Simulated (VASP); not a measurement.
# SrCl2 (Fm-3m) in VASP: a series of runs

Runs on SrCl2. Level: r2SCAN. Tasks: single point.

Program: VASP 6.6.1. These are calculated values, not measurements. Logs are shortened: lines on timing, memory, paths and dates and some standing lists are left out, and cuts for length are marked.

### 1 The cell of the first run

It takes space group Fm-3m (No. 225, cubic). Conventional cell: a = 6.995 Å, b = 6.995 Å, c = 6.995 Å, α = 90.00°, β = 90.00°, γ = 90.00°. Sr (site symmetry m-3m) has 8 Cl at 3.03 Å within 4.0 Å. Cl (site symmetry -43m) has 4 Sr at 3.03 Å and 6 Cl at 3.50 Å within 4.0 Å.

### 2 Single point, r2SCAN

POSCAR

```
SrCl2
1.0
    0.0000000000      3.4976509443      3.4976509443
    3.4976509443      0.0000000000      3.4976509443
    3.4976509443      3.4976509443      0.0000000000
Sr Cl
1 2
Direct
    0.0000000000      0.0000000000      0.0000000000
    0.2500000000      0.2500000000      0.2500000000
    0.7500000000      0.7500000000      0.7500000000
```

INCAR.step1

```
ALGO     = Normal         # electronic algorithm
EDIFF    = 1E-5           # SCF threshold, eV
ENCUT    = 550            # plane-wave cutoff, eV
GGA      = PE             # functional
GGA_COMPAT= F            
ISMEAR   = 0              # smearing method
ISYM     = 0            
LASPH    = T              # aspherical terms in the spheres
LCHARG   = F              # write CHGCAR
LREAL    = F              # projectors in reciprocal space
LWAVE    = T              # write WAVECAR
NBANDS   = 19             # bands
NELM     = 120            # most SCF steps
PREC     = Accurate       # precision mode
SIGMA    = 0.01           # smearing width, eV
```

INCAR.step2

```
ALGO     = Normal         # electronic algorithm
EDIFF    = 1E-6           # SCF threshold, eV
ENCUT    = 550            # plane-wave cutoff, eV
GGA_COMPAT= F            
ISIF     = 2              # what is computed and relaxed
ISMEAR   = 0              # smearing method
ISTART   = 1            
ISYM     = 0            
LASPH    = T              # aspherical terms in the spheres
LCHARG   = F              # write CHGCAR
LMIXTAU  = T            
LREAL    = F              # projectors in reciprocal space
LWAVE    = F              # write WAVECAR
METAGGA  = R2SCAN         # meta-GGA
NBANDS   = 19             # bands
NELM     = 120            # most SCF steps
PREC     = Accurate       # precision mode
SIGMA    = 0.01           # smearing width, eV
```

KPOINTS

```
k-points
0
Gamma
  4 4 4
```

Potentials or basis: VASP PAW PBE potentials, release 64 (Sr_sv, Cl).

The run is started by

```console
$ cat potpaw_PBE.64/Sr_sv/POTCAR potpaw_PBE.64/Cl/POTCAR > POTCAR
$ cp INCAR.step1 INCAR
$ mpirun -np 1 vasp_std > vasp.out
$ cp INCAR.step2 INCAR
$ mpirun -np 1 vasp_std > vasp.out
```

OUTCAR:

```text
EDIFF = 1E-6
   ENCUT = 550
   ISIF = 2
   ISMEAR = 0
   ISTART = 1
   ISYM = 0
   LASPH = T
   LREAL = F
   METAGGA = R2SCAN
   NELM = 120
   PREC = Accurate

 ion  position               nearest neighbor table
   1  0.000  0.000  0.000-   3 3.03   3 3.03   3 3.03   2 3.03   3 3.03   2 3.03   2 3.03   2 3.03

   2  0.250  0.250  0.250-   1 3.03   1 3.03   1 3.03   1 3.03
   3  0.750  0.750  0.750-   1 3.03   1 3.03   1 3.03   1 3.03

IMPORTANT INFORMATION: All symmetrisations will be switched off!
NOSYMM: (Re-)initialisation of all symmetry stuff for point group C_1.

----------------------------------------------------------------------------------------

                                     Primitive cell

  volume of cell :      85.5775

  direct lattice vectors                    reciprocal lattice vectors
     0.000000000  3.497650944  3.497650944    -0.142953087  0.142953087  0.142953087
     3.497650944  0.000000000  3.497650944     0.142953087 -0.142953087  0.142953087
     3.497650944  3.497650944  0.000000000     0.142953087  0.142953087 -0.142953087

  length of vectors
     4.946425402  4.946425402  4.946425402     0.247602010  0.247602010  0.247602010

  position of ions in fractional coordinates (direct lattice)
     0.000000000  0.000000000  0.000000000
     0.250000000  0.250000000  0.250000000
     0.750000000  0.750000000  0.750000000

  ion indices of the primitive-cell ions
   primitive index   ion index
                 1           1
                 2           2
                 3           3

----------------------------------------------------------------------------------------

 KPOINTS: k-points

Automatic generation of k-mesh.
 Grid dimensions read from file:
 generate k-points for:    4    4    4

 Generating k-lattice:

  Cartesian coordinates                     Fractional coordinates (reciprocal lattice)
    -0.035738272  0.035738272  0.035738272     0.250000000  0.000000000  0.000000000
     0.035738272 -0.035738272  0.035738272     0.000000000  0.250000000  0.000000000
     0.035738272  0.035738272 -0.035738272     0.000000000  0.000000000  0.250000000

  Length of vectors
     0.061900502  0.061900502  0.061900502

  Shift w.r.t. Gamma in fractional coordinates (k-lattice)
     0.000000000  0.000000000  0.000000000

 Subroutine IBZKPT returns following result:
 ===========================================

 Found     36 irreducible k-points:

 Following reciprocal coordinates:
            Coordinates               Weight
  0.000000  0.000000  0.000000      1.000000
  0.250000  0.000000  0.000000      2.000000
  0.000000  0.250000  0.000000      2.000000
  0.000000  0.000000  0.250000      2.000000
  0.250000  0.250000  0.250000      2.000000
  0.500000  0.000000  0.000000      1.000000
[... 16 lines left out ...]
  0.250000  0.500000  0.500000      2.000000
  0.500000  0.000000  0.250000      2.000000
 [... further k-points ...]
   k-points           NKPTS =     36   k-points in BZ     NKDIM =     36   number of bands    NBANDS=     19
   number of dos      NEDOS =    301   number of ions     NIONS =      3
   total plane-waves  NPLWV =  64000
   dimension x,y,z NGX =    40 NGY =   40 NGZ =   40
   dimension x,y,z NGXF=    80 NGYF=   80 NGZF=   80
   ions per type =               1   2
   NGX,Y,Z   is equivalent  to a cutoff of  13.44, 13.44, 13.44 a.u.
   NGXF,Y,Z  is equivalent  to a cutoff of  26.89, 26.89, 26.89 a.u.
 SYSTEM =  unknown system
   PREC   = accura    normal or accurate (medium, high low for compatibility)
   ISTART =      1    job   : 0-new  1-cont  2-samecut
   ICHARG =      0    charge: 1-file 2-atom 10-const
   ISPIN  =      1    spin polarized calculation?
   LNONCOLLINEAR =      F non collinear calculations
   LSORBIT =      F    spin-orbit coupling
   LASPH  =      T    aspherical Exc in radial PAW
   ENCUT  =  550.0 eV  40.42 Ry    6.36 a.u.   9.46  9.46  9.46*2*pi/ulx,y,z
   NELM   =    120;   NELMIN=  2; NELMDL=  0     # of ELM steps
   EDIFF  = 0.1E-05   stopping-criterion for ELM
   LREAL  =      F    real-space projection
   EDIFFG = 0.1E-04   stopping-criterion for IOM
   NSW    =      0    number of steps for IOM
   IBRION =     -1    ionic relax: 0-MD 1-quasi-New 2-CG
   NFREE  =      0    steps in history (QN), initial steepest desc. (CG)
   ISIF   =      2    stress and relaxation
   ISYM   =      0    0-nonsym 1-usesym 2-fastsym
   POTIM  = 0.5000    time-step for ionic-motion
   TEBEG  =    0.0;   TEEND  =   0.0 temperature during run
   PSTRESS=    0.0 pullay stress
   NELECT =      24.0000    total number of electrons
   NUPDOWN=      -1.0000    fix difference up-down
   EMIN   =  10.00;   EMAX   =-10.00  energy-range for DOS
   EFERMI =   0.00;   METHOD = LEGACY
   ISMEAR =     0;   SIGMA  =   0.01  broadening in eV -4-tet -1-fermi 0-gaus
   EFERMI_NEDOS =   21; number of points for ismear=-14 and -15
   IALGO  =     38    algorithm
   IMIX   =      4    mixing-type and parameters
     AMIX     =   0.40;   BMIX     =  1.00
     AMIX_MAG =   1.60;   BMIX_MAG =  1.00
  volume/ion in A,a.u.               =      28.53       192.50
  Fermi-wavevector in a.u.,A,eV,Ry     =   1.071582  2.024997 15.623409  1.148288
  Thomas-Fermi vector in A             =   2.207327
   LORBIT       =      0    0 simple, 1 ext, 2 COOP (PROOUT), +10 PAW based schemes
   METAGGA = R2SCAN    functional components
   LHFCALC =     F    Hartree Fock is set to
   AEXX    =    0.0000 exact exchange contribution
   IVDW    =     0    specifies the selected vdW correction
   LEPSILON=     F    determine dielectric tensor
   LRPA    =     F    only Hartree local field effects (RPA)
 non-spin polarized calculation
 Gauss-broadening in eV      SIGMA  =   0.01
  energy-cutoff  :      550.00
  volume of cell :       85.58
 maximum number of plane-waves:      2525
 NGX is ok and might be reduce to    40
   NGX = 19   NGY = 19   NGZ = 19

 number of electron      24.0000002 magnetization

 Free energy of the ion-electron system (eV)
  ---------------------------------------------------
  ext. energy  EPLUGINS =         0.00000000
  ---------------------------------------------------
  free energy    TOTEN  =       -35.69792312 eV

  energy without entropy =      -35.69792312  energy(sigma->0) =      -35.69792312

 E-fermi :  -0.1364     XC(G=0):  -8.7307

 val. band max:       -0.2734103940   @ k =   0.0000   0.5000   0.5000
 cond. band min:       5.6639191623   @ k =   0.0000   0.0000   0.0000
 fundamental gap:      5.9373295563
 Fermi energy:        -0.1364068441

 k-point     1 :       0.0000    0.0000    0.0000
  band No.  band energies     occupation
      1     -34.2498      2.00000
      2     -15.6163      2.00000
      3     -15.6163      2.00000
      4     -15.6163      2.00000
      5     -14.1354      2.00000
      6     -13.2770      2.00000
[... 11 lines left out ...]
     18       9.3378      0.00000
     19       9.7473      0.00000

 k-point     2 :       0.2500    0.0000    0.0000
  band No.  band energies     occupation
      1     -34.2482      2.00000
      2     -15.7873      2.00000
      3     -15.6229      2.00000
      4     -15.6229      2.00000
      5     -13.8513      2.00000
      6     -13.3765      2.00000
[... 11 lines left out ...]
     18       9.0255      0.00000
     19       9.9827      0.00000

 k-point     3 :       0.0000    0.2500    0.0000
  band No.  band energies     occupation
      1     -34.2482      2.00000
      2     -15.7873      2.00000
      3     -15.6229      2.00000
      4     -15.6229      2.00000
      5     -13.8513      2.00000
      6     -13.3765      2.00000
[... 11 lines left out ...]
     18       9.0255      0.00000
     19       9.9827      0.00000

 k-point     4 :       0.0000    0.0000    0.2500
  band No.  band energies     occupation
      1     -34.2482      2.00000
      2     -15.7873      2.00000
      3     -15.6229      2.00000
      4     -15.6229      2.00000
      5     -13.8513      2.00000
      6     -13.3765      2.00000
[... 11 lines left out ...]
     18       9.0255      0.00000
     19       9.9827      0.00000

 k-point     5 :       0.2500    0.2500    0.2500
  band No.  band energies     occupation
      1     -34.2482      2.00000
      2     -15.7873      2.00000
      3     -15.6229      2.00000
      4     -15.6229      2.00000
      5     -13.8513      2.00000
      6     -13.3765      2.00000
[... 11 lines left out ...]
     18       9.0255      0.00000
     19       9.9827      0.00000
[... 334 lines left out ...]
      2     -15.8916      2.00000
      3     -15.7100      2.00000
      4     -15.6386      2.00000
      5     -13.5652      2.00000
      6     -13.4283      2.00000
[... 11 lines left out ...]
     18       9.3528      0.00000
     19      10.0543      0.00000

 k-point    22 :      -0.2500    0.2500   -0.2500
  band No.  band energies     occupation
      1     -34.2461      2.00000
      2     -15.8916      2.00000
      3     -15.7100      2.00000
      4     -15.6386      2.00000
      5     -13.5652      2.00000
      6     -13.4283      2.00000
[... 11 lines left out ...]
     18       9.3528      0.00000
     19      10.0543      0.00000

 k-point    23 :       0.2500    0.5000    0.5000
  band No.  band energies     occupation
      1     -34.2461      2.00000
      2     -15.8916      2.00000
      3     -15.7100      2.00000
      4     -15.6386      2.00000
      5     -13.5652      2.00000
      6     -13.4283      2.00000
[... 11 lines left out ...]
     18       9.3528      0.00000
     19      10.0543      0.00000

 k-point    24 :       0.5000    0.0000    0.2500
  band No.  band energies     occupation
      1     -34.2461      2.00000
      2     -15.8916      2.00000
      3     -15.7100      2.00000
      4     -15.6386      2.00000
      5     -13.5652      2.00000
      6     -13.4283      2.00000
[... 11 lines left out ...]
     18       9.3528      0.00000
     19      10.0543      0.00000

 [... further k-points ...]

------------------------ aborting loop because EDIFF is reached ----------------------------------------

  FORCE on cell =-STRESS in cart. coord.  units (eV):
  Direction    XX          YY          ZZ          XY          YZ          ZX
  --------------------------------------------------------------------------------------
  -------------------------------------------------------------------------------------
  Total        0.0298225      0.0298221      0.0298229      0.0000218      0.0000209      0.0000209
  in kB        0.5583350      0.5583273      0.5583429      0.0004087      0.0003920      0.0003905
  external PRESSURE =       0.5583351 kB  Pullay stress =       0.0000000 kB

 VOLUME and BASIS-vectors are now :
 -----------------------------------------------------------------------------
  energy-cutoff  :      550.00
  volume of cell :       85.58
      direct lattice vectors                 reciprocal lattice vectors
     0.000000000  3.497650944  3.497650944    -0.142953087  0.142953087  0.142953087
     3.497650944  0.000000000  3.497650944     0.142953087 -0.142953087  0.142953087
     3.497650944  3.497650944  0.000000000     0.142953087  0.142953087 -0.142953087

 POSITION                                       TOTAL-FORCE (eV/Angst)
 -----------------------------------------------------------------------------------
      0.00000      0.00000      0.00000         0.000000     -0.000000     -0.000000
      1.74883      1.74883      1.74883        -0.000003     -0.000003     -0.000003
      5.24648      5.24648      5.24648         0.000003      0.000003      0.000003
 -----------------------------------------------------------------------------------
    total drift:                               -0.000000      0.000000      0.000000

  FREE ENERGIE OF THE ION-ELECTRON SYSTEM (eV)
  ---------------------------------------------------
  free  energy   TOTEN  =       -35.6979231166 eV

  energy  without entropy=      -35.6979231166  energy(sigma->0) =      -35.69792312
```

Run time: 7 min. Hardware: 1 thread of Intel Xeon 8259CL, shared host; peak memory 0.28 GiB.

Results:

```
Free energy            : -35.6979 eV
Pressure               : 0.1 GPa
Band gap on the k mesh : 5.94 eV (least direct gap 5.99 eV)
```

Caveat: the PAW data sets were made with another functional, which shifts forces and pressure a little. r2SCAN opens gaps a little over a GGA but as a rule still falls short of measured ones.

[end of part 1 of 2]
